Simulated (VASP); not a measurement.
A run of VASP 6.6.1 is set up as follows.

The input POSCAR:

```
Na2TiAlP3O12
1.0
    7.4738345035     -4.2790082928      0.0000000000
    7.4738345035      4.2790082928      0.0000000000
   -4.9611644796      0.0000000000      7.3246788979
Na Ti Al P O
4 2 2 6 24
Direct
    0.3860254300      0.6143710500      0.7490170800
    0.6143710500      0.3860254300      0.2490170800
    0.9993869100      0.4986736100      0.4967117900
    0.4986736100      0.9993869100      0.9967117900
    0.1400818200      0.6487081600      0.9419752700
    0.6487081600      0.1400818200      0.4419752700
    0.8576742200      0.3520335100      0.0569223500
    0.3520335100      0.8576742200      0.5569223500
    0.7492393000      0.5397682000      0.7512804000
    0.0413692300      0.9668287000      0.7543597200
    0.4659512800      0.2425863900      0.7542614700
    0.9668287000      0.0413692300      0.2543597200
    0.5397682000      0.7492393000      0.2512804000
    0.2425863900      0.4659512800      0.2542614700
    0.7685289200      0.5081367100      0.9170500500
    0.0076926000      0.1388700800      0.9209345100
    0.6359899300      0.2759675200      0.9252769200
    0.1388700800      0.0076926000      0.4209345100
    0.5081367100      0.7685289200      0.4170500500
    0.2759675200      0.6359899300      0.4252769200
    0.2290709200      0.4932713900      0.0848818600
    0.9927773400      0.8641088900      0.0815549800
    0.3657211900      0.7244681400      0.0765858400
    0.8641088900      0.9927773400      0.5815549800
    0.4932713900      0.2290709200      0.5848818600
    0.7244681400      0.3657211900      0.5765858400
    0.0695544000      0.4343790300      0.2247765200
    0.9294096700      0.2219756700      0.2260078700
    0.7184592700      0.5703306100      0.2251649000
    0.2219756700      0.9294096700      0.7260078700
    0.4343790300      0.0695544000      0.7247765200
    0.5703306100      0.7184592700      0.7251649000
    0.9246996400      0.5652612200      0.7718362100
    0.0695340300      0.7807715700      0.7704422300
    0.2840213300      0.4243020800      0.7709600000
    0.7807715700      0.0695340300      0.2704422300
    0.5652612200      0.9246996400      0.2718362100
    0.4243020800      0.2840213300      0.2709600000
```

File INCAR.step1:

```
SYSTEM = Na2TiAlP3O12
PREC = Accurate
ENCUT = 520
ISMEAR = -1
SIGMA = 0.02
LREAL = Auto
LASPH = .TRUE.
NELM = 100
NBANDS = 141
GGA = PE
ALGO = Normal
EDIFF = 1E-4
LWAVE = .TRUE.
LCHARG = .FALSE.
LUSENCCL = .FALSE.
```

The input INCAR.step2:

```
SYSTEM = Na2TiAlP3O12
PREC = Accurate
ENCUT = 520
EDIFF = 1E-8
ISMEAR = -1
SIGMA = 0.02
LREAL = Auto
LASPH = .TRUE.
NELM = 100
ALGO = Normal
ISIF = 2
LWAVE = .FALSE.
LCHARG = .FALSE.
METAGGA = R2SCAN
LMIXTAU = .TRUE.
LEFG = .TRUE.
NBANDS = 141
ISTART = 1
LUSENCCL = .FALSE.
```

Contents of KPOINTS:

```
Automatic mesh
0
G
  3 3 3
  0 0 0
```

Potentials or basis: VASP PAW PBE potentials, release 64 (Na_pv, Ti_sv, Al, P, O).

The run is started by

```console
$ cat potpaw_PBE.64/Na_pv/POTCAR potpaw_PBE.64/Ti_sv/POTCAR potpaw_PBE.64/Al/POTCAR potpaw_PBE.64/P/POTCAR potpaw_PBE.64/O/POTCAR > POTCAR
$ cp INCAR.step1 INCAR
$ mpirun -np 1 vasp_std > vasp.out
$ cp INCAR.step2 INCAR
$ mpirun -np 1 vasp_std > vasp.out
```

Q: Predict the largest force.

A: 0.622 eV/Å.

Q: What does it give for the band gap on the k mesh?

A: 2.96 eV.

Q: Estimate the pressure.

A: -6.1 GPa.

Forces on the atoms (eV/Å):
```
Na  -0.007  0.005 -0.038
Na  -0.007 -0.005 -0.038
Na   0.006 -0.009 -0.081
Na   0.006  0.009 -0.081
Ti   0.014 -0.004 -0.159
Ti   0.014  0.004 -0.159
Al  -0.002  0.001  0.129
Al  -0.002 -0.001  0.129
P   -0.090  0.120  0.004
P    0.133  0.018  0.101
P   -0.090 -0.073  0.081
P    0.133 -0.018  0.101
P   -0.090 -0.120  0.004
P   -0.090  0.073  0.081
O    0.218 -0.009 -0.583
O   -0.167 -0.246 -0.472
O   -0.221  0.254 -0.322
O   -0.167  0.246 -0.472
O    0.218  0.009 -0.583
O   -0.221 -0.254 -0.322
O   -0.218  0.129  0.480
O    0.264  0.229  0.409
O    0.126 -0.300  0.241
O    0.264 -0.229  0.409
O   -0.218 -0.129  0.480
O    0.126  0.300  0.241
O    0.581 -0.128  0.092
O   -0.395 -0.314  0.132
O   -0.124  0.538  0.056
O   -0.395  0.314  0.132
O    0.581  0.128  0.092
O   -0.124 -0.538  0.056
O   -0.465  0.191 -0.019
O    0.396  0.194 -0.041
O    0.039 -0.453 -0.010
O    0.396 -0.194 -0.041
O   -0.465 -0.191 -0.019
O    0.039  0.453 -0.010
```

Caveat: the cell stands under tension; without QUAD_EFG the Cq values of the log hold for a quadrupole moment of 1 mb, not for the nuclei; the PAW data sets were made with another functional, which shifts forces and pressure a little. A k mesh can miss the band edges.
